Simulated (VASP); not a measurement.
# KBr (Pm-3m) in VASP: single point with PBE

Aim: the single point of KBr with PBE.

Program: VASP 6.6.1. These are calculated values, not measurements. Logs are shortened: lines on timing, memory, paths and dates and some standing lists are left out, and cuts for length are marked.

## 1. The cell of the first run

The structure is cubic, space group Pm-3m (No. 221). The conventional cell has a = 4.128 Å, b = 4.128 Å, c = 4.128 Å, α = 90.00°, β = 90.00°, γ = 90.00°. K (site symmetry m-3m) has 8 Br at 3.58 Å and 6 K at 4.13 Å within 4.7 Å. Br (site symmetry m-3m) has 8 K at 3.58 Å and 6 Br at 4.13 Å within 4.7 Å.

## 2. Single point, PBE (Rb replaced by K, lengths x 0.970, strained)

File INCAR:

```
PREC     = Accurate       # precision mode
ENCUT    = 520            # plane-wave cutoff, eV
EDIFF    = 1E-6           # SCF threshold, eV
ISMEAR   = 0              # smearing method
SIGMA    = 0.02           # smearing width, eV
LREAL    = F              # projectors in reciprocal space
LASPH    = T              # aspherical terms in the spheres
NELM     = 60             # most SCF steps
ALGO     = Normal         # electronic algorithm
ISIF     = 2              # what is computed and relaxed
LWAVE    = F              # write WAVECAR
LCHARG   = F              # write CHGCAR
GGA      = PE             # functional
NBANDS   = 15             # bands
```

File KPOINTS:

```
regular mesh
0
Gamma
  6 6 6
```

File POSCAR:

```
KBr
1.0
    4.1282071811      0.0000000000      0.0000000000
    0.0000000000      4.1282071811      0.0000000000
    0.0000000000      0.0000000000      4.1282071811
K Br
1 1
Direct
    0.0000000000      0.0000000000      0.0000000000
    0.5000000000      0.5000000000      0.5000000000
```

Potentials or basis: VASP PAW PBE potentials, release 64 (K_sv, Br).

Started as:

```console
cat potpaw_PBE.64/K_sv/POTCAR potpaw_PBE.64/Br/POTCAR > POTCAR
mpirun -np 1 vasp_std > vasp.out
```

OUTCAR:

```text
PREC = Accurate
   ENCUT = 520
   EDIFF = 1E-6
   ISMEAR = 0
   LREAL = F
   LASPH = T
   NELM = 60
   ISIF = 2
   GGA = PE

 ion  position               nearest neighbor table
   1  0.000  0.000  0.000-
   2  0.500  0.500  0.500-

  LATTYP: Found a simple cubic cell.
 ALAT       =     4.1282071811

  Lattice vectors:

 A1 = (   4.1282071811,   0.0000000000,   0.0000000000)
 A2 = (   0.0000000000,   4.1282071811,   0.0000000000)
 A3 = (   0.0000000000,   0.0000000000,   4.1282071811)

Analysis of symmetry for initial positions (statically):
=====================================================================
 Subroutine PRICEL returns:
 Original cell was already a primitive cell.

 Routine SETGRP: Setting up the symmetry group for a
 simple cubic supercell.

 Subroutine GETGRP returns: Found 48 space group operations
 (whereof 48 operations were pure point group operations)
 out of a pool of 48 trial point group operations.

The static configuration has the point symmetry O_h .

Analysis of symmetry for dynamics (positions and initial velocities):
=====================================================================
 Subroutine PRICEL returns:
 Original cell was already a primitive cell.

 Routine SETGRP: Setting up the symmetry group for a
 simple cubic supercell.

 Subroutine GETGRP returns: Found 48 space group operations
 (whereof 48 operations were pure point group operations)
 out of a pool of 48 trial point group operations.

The dynamic configuration has the point symmetry O_h .

 Subroutine INISYM returns: Found 48 space group operations
 (whereof 48 operations are pure point group operations),
 and found     1 'primitive' translations

----------------------------------------------------------------------------------------

                                     Primitive cell

  volume of cell :      70.3533

  direct lattice vectors                    reciprocal lattice vectors
     4.128207181  0.000000000  0.000000000     0.242235904  0.000000000  0.000000000
     0.000000000  4.128207181  0.000000000     0.000000000  0.242235904  0.000000000
     0.000000000  0.000000000  4.128207181     0.000000000  0.000000000  0.242235904

  length of vectors
     4.128207181  4.128207181  4.128207181     0.242235904  0.242235904  0.242235904

  position of ions in fractional coordinates (direct lattice)
     0.000000000  0.000000000  0.000000000
     0.500000000  0.500000000  0.500000000

  ion indices of the primitive-cell ions
   primitive index   ion index
                 1           1
                 2           2

----------------------------------------------------------------------------------------

 KPOINTS: regular mesh

Automatic generation of k-mesh.
 Grid dimensions read from file:
 generate k-points for:    6    6    6

 Generating k-lattice:

  Cartesian coordinates                     Fractional coordinates (reciprocal lattice)
     0.040372651  0.000000000  0.000000000     0.166666667  0.000000000  0.000000000
     0.000000000  0.040372651  0.000000000     0.000000000  0.166666667  0.000000000
     0.000000000  0.000000000  0.040372651     0.000000000  0.000000000  0.166666667

  Length of vectors
     0.040372651  0.040372651  0.040372651

  Shift w.r.t. Gamma in fractional coordinates (k-lattice)
     0.000000000  0.000000000  0.000000000

 Subroutine IBZKPT returns following result:
 ===========================================

 Found     20 irreducible k-points:

 Following reciprocal coordinates:
            Coordinates               Weight
  0.000000  0.000000  0.000000      1.000000
  0.166667  0.000000  0.000000      6.000000
  0.333333  0.000000  0.000000      6.000000
  0.500000  0.000000  0.000000      3.000000
  0.166667  0.166667  0.000000     12.000000
  0.333333  0.166667  0.000000     24.000000
[... 12 lines left out ...]
  0.500000  0.500000  0.333333      6.000000
  0.500000  0.500000  0.500000      1.000000
   k-points           NKPTS =     20   k-points in BZ     NKDIM =     20   number of bands    NBANDS=     15
   number of dos      NEDOS =    301   number of ions     NIONS =      2
   total plane-waves  NPLWV =  32768
   dimension x,y,z NGX =    32 NGY =   32 NGZ =   32
   dimension x,y,z NGXF=    64 NGYF=   64 NGZF=   64
   ions per type =               1   1
   NGX,Y,Z   is equivalent  to a cutoff of  12.89, 12.89, 12.89 a.u.
   NGXF,Y,Z  is equivalent  to a cutoff of  25.77, 25.77, 25.77 a.u.
 SYSTEM =  unknown system
   PREC   = accura    normal or accurate (medium, high low for compatibility)
   ISTART =      0    job   : 0-new  1-cont  2-samecut
   ICHARG =      2    charge: 1-file 2-atom 10-const
   ISPIN  =      1    spin polarized calculation?
   LNONCOLLINEAR =      F non collinear calculations
   LSORBIT =      F    spin-orbit coupling
   LASPH  =      T    aspherical Exc in radial PAW
   ENCUT  =  520.0 eV  38.22 Ry    6.18 a.u.   7.68  7.68  7.68*2*pi/ulx,y,z
   NELM   =     60;   NELMIN=  2; NELMDL= -5     # of ELM steps
   EDIFF  = 0.1E-05   stopping-criterion for ELM
   LREAL  =      F    real-space projection
   EDIFFG = 0.1E-04   stopping-criterion for IOM
   NSW    =      0    number of steps for IOM
   IBRION =     -1    ionic relax: 0-MD 1-quasi-New 2-CG
   NFREE  =      0    steps in history (QN), initial steepest desc. (CG)
   ISIF   =      2    stress and relaxation
   ISYM   =      2    0-nonsym 1-usesym 2-fastsym
   POTIM  = 0.5000    time-step for ionic-motion
   TEBEG  =    0.0;   TEEND  =   0.0 temperature during run
   PSTRESS=    0.0 pullay stress
   NELECT =      16.0000    total number of electrons
   NUPDOWN=      -1.0000    fix difference up-down
   EMIN   =  10.00;   EMAX   =-10.00  energy-range for DOS
   EFERMI =   0.00;   METHOD = LEGACY
   ISMEAR =     0;   SIGMA  =   0.02  broadening in eV -4-tet -1-fermi 0-gaus
   EFERMI_NEDOS =   21; number of points for ismear=-14 and -15
   IALGO  =     38    algorithm
   IMIX   =      4    mixing-type and parameters
     AMIX     =   0.40;   BMIX     =  1.00
     AMIX_MAG =   1.60;   BMIX_MAG =  1.00
  volume/ion in A,a.u.               =      35.18       237.38
  Fermi-wavevector in a.u.,A,eV,Ry     =   0.999279  1.888363 13.586208  0.998558
  Thomas-Fermi vector in A             =   2.131558
   LORBIT       =      0    0 simple, 1 ext, 2 COOP (PROOUT), +10 PAW based schemes
   GGA     = PE    functional components
   LHFCALC =     F    Hartree Fock is set to
   AEXX    =    0.0000 exact exchange contribution
   IVDW    =     0    specifies the selected vdW correction
   LEPSILON=     F    determine dielectric tensor
   LRPA    =     F    only Hartree local field effects (RPA)
 non-spin polarized calculation
 Gauss-broadening in eV      SIGMA  =   0.02
  energy-cutoff  :      520.00
  volume of cell :       70.35
 maximum number of plane-waves:      1924
 NGX is ok and might be reduce to    32
   NGX = 15   NGY = 15   NGZ = 15

 number of electron      16.0000004 magnetization

 Free energy of the ion-electron system (eV)
  ---------------------------------------------------
  ext. energy  EPLUGINS =         0.00000000
  ---------------------------------------------------
  free energy    TOTEN  =        -6.06646305 eV

  energy without entropy =       -6.06646305  energy(sigma->0) =       -6.06646305

 E-fermi :  -0.9671     XC(G=0):  -7.5692

 val. band max:       -1.0502601475   @ k =   0.5000   0.5000   0.0000
 cond. band min:       2.6337997443   @ k =   0.0000   0.0000   0.0000
 fundamental gap:      3.6840598917
 Fermi energy:        -0.9670516689

 k-point     1 :       0.0000    0.0000    0.0000
  band No.  band energies     occupation
      1     -29.8185      2.00000
      2     -13.7073      2.00000
      3     -13.2468      2.00000
      4     -13.2468      2.00000
      5     -13.2468      2.00000
      6      -1.2899      2.00000
      7      -1.2899      2.00000
      8      -1.2899      2.00000
      9       2.6338      0.00000
     10       4.8644      0.00000
     11       4.8644      0.00000
     12       8.4616      0.00000
     13       8.4616      0.00000
     14       8.4616      0.00000
     15      11.0331      0.00000

 k-point     2 :       0.1667    0.0000    0.0000
  band No.  band energies     occupation
      1     -29.8166      2.00000
      2     -13.7639      2.00000
      3     -13.2431      2.00000
      4     -13.2431      2.00000
      5     -13.1859      2.00000
      6      -1.7755      2.00000
      7      -1.2808      2.00000
      8      -1.2808      2.00000
      9       3.2209      0.00000
     10       5.0643      0.00000
     11       5.3487      0.00000
     12       8.3801      0.00000
     13       8.3801      0.00000
     14       8.5663      0.00000
     15      10.1505      0.00000

 k-point     3 :       0.3333    0.0000    0.0000
  band No.  band energies     occupation
      1     -29.8129      2.00000
      2     -13.8570      2.00000
      3     -13.2357      2.00000
      4     -13.2357      2.00000
      5     -13.0822      2.00000
      6      -2.5094      2.00000
      7      -1.2628      2.00000
      8      -1.2628      2.00000
      9       4.3703      0.00000
     10       5.6161      0.00000
     11       6.2032      0.00000
     12       8.3310      0.00000
     13       8.3310      0.00000
     14       8.6813      0.00000
     15       8.8057      0.00000

 k-point     4 :       0.5000    0.0000    0.0000
  band No.  band energies     occupation
      1     -29.8110      2.00000
      2     -13.8979      2.00000
      3     -13.2320      2.00000
      4     -13.2320      2.00000
      5     -13.0348      2.00000
      6      -2.8118      2.00000
      7      -1.2539      2.00000
      8      -1.2539      2.00000
      9       5.2071      0.00000
     10       6.1008      0.00000
     11       6.2689      0.00000
     12       7.8438      0.00000
     13       8.4073      0.00000
     14       8.4073      0.00000
     15       8.9460      0.00000
[... 235 lines left out ...]
 k-point    18 :       0.5000    0.3333    0.3333
  band No.  band energies     occupation
      1     -29.8005      2.00000
      2     -13.5189      2.00000
      3     -13.3152      2.00000
      4     -13.3101      2.00000
      5     -13.2796      2.00000
      6      -2.3482      2.00000
      7      -2.0852      2.00000
      8      -2.0315      2.00000
      9       5.5057      0.00000
     10       6.0931      0.00000
     11       6.5017      0.00000
     12       7.3775      0.00000
     13       7.9155      0.00000
     14       8.1141      0.00000
     15       9.7851      0.00000

 k-point    19 :       0.5000    0.5000    0.3333
  band No.  band energies     occupation
      1     -29.7987      2.00000
      2     -13.4286      2.00000
      3     -13.3419      2.00000
      4     -13.3419      2.00000
      5     -13.3074      2.00000
      6      -2.3151      2.00000
      7      -2.3151      2.00000
      8      -2.0492      2.00000
      9       5.4907      0.00000
     10       6.3700      0.00000
     11       6.3700      0.00000
     12       7.4346      0.00000
     13       8.2474      0.00000
     14       8.2474      0.00000
     15       9.8018      0.00000

 k-point    20 :       0.5000    0.5000    0.5000
  band No.  band energies     occupation
      1     -29.7970      2.00000
      2     -13.4028      2.00000
      3     -13.3359      2.00000
      4     -13.3359      2.00000
      5     -13.3359      2.00000
      6      -2.3158      2.00000
      7      -2.3158      2.00000
      8      -2.3158      2.00000
      9       6.2172      0.00000
     10       6.2172      0.00000
     11       6.2172      0.00000
     12       8.0774      0.00000
     13       8.0774      0.00000
     14       8.0774      0.00000
     15       9.8345      0.00000

------------------------ aborting loop because EDIFF is reached ----------------------------------------

  FORCE on cell =-STRESS in cart. coord.  units (eV):
  Direction    XX          YY          ZZ          XY          YZ          ZX
  --------------------------------------------------------------------------------------
  -------------------------------------------------------------------------------------
  Total       -0.3918537     -0.3918537     -0.3918537     -0.0000000      0.0000000     -0.0000000
  in kB       -8.9238057     -8.9238057     -8.9238057     -0.0000000      0.0000000     -0.0000000
  external PRESSURE =      -8.9238057 kB  Pullay stress =       0.0000000 kB

 VOLUME and BASIS-vectors are now :
 -----------------------------------------------------------------------------
  energy-cutoff  :      520.00
  volume of cell :       70.35
      direct lattice vectors                 reciprocal lattice vectors
     4.128207181  0.000000000  0.000000000     0.242235904  0.000000000  0.000000000
     0.000000000  4.128207181  0.000000000     0.000000000  0.242235904  0.000000000
     0.000000000  0.000000000  4.128207181     0.000000000  0.000000000  0.242235904

 POSITION                                       TOTAL-FORCE (eV/Angst)
 -----------------------------------------------------------------------------------
      0.00000      0.00000      0.00000         0.000000      0.000000      0.000000
      2.06410      2.06410      2.06410         0.000000      0.000000      0.000000
 -----------------------------------------------------------------------------------
    total drift:                                0.000000      0.000000     -0.000000

  FREE ENERGIE OF THE ION-ELECTRON SYSTEM (eV)
  ---------------------------------------------------
  free  energy   TOTEN  =        -6.0664630456 eV

  energy  without entropy=       -6.0664630456  energy(sigma->0) =       -6.06646305
```

Wall time 20 s (1 thread of Intel Xeon 8259CL, shared host); peak memory 0.18 GiB.

Results:

* Free energy: -6.0665 eV
* Pressure: -0.9 GPa
* Band gap on the k mesh: 3.68 eV (least direct gap 3.92 eV)

Levels at points of the mesh, in eV from the valence-band top:
| k point | band 4 | band 5 | band 6 | band 7 | band 8 | band 9 | band 10 | band 11 | band 12 | band 13 |
| --- | --- | --- | --- | --- | --- | --- | --- | --- | --- | --- |
| (0.00, 0.00, 0.00) | -12.20 | -12.20 | -0.24 | -0.24 | -0.24 | 3.68 | 5.91 | 5.91 | 9.51 | 9.51 |
| (0.50, 0.00, 0.00) | -12.18 | -11.98 | -1.76 | -0.20 | -0.20 | 6.26 | 7.15 | 7.32 | 8.89 | 9.46 |
| (0.50, 0.50, 0.00) | -12.31 | -12.17 | -1.26 | -1.26 | 0.00 | 5.20 | 6.44 | 8.00 | 8.00 | 9.85 |
| (0.50, 0.50, 0.50) | -12.29 | -12.29 | -1.27 | -1.27 | -1.27 | 7.27 | 7.27 | 7.27 | 9.13 | 9.13 |

Caveat: the cell differs from its parent crystal (Rb replaced by K, lengths x 0.970, strained). A k mesh can miss the band edges.
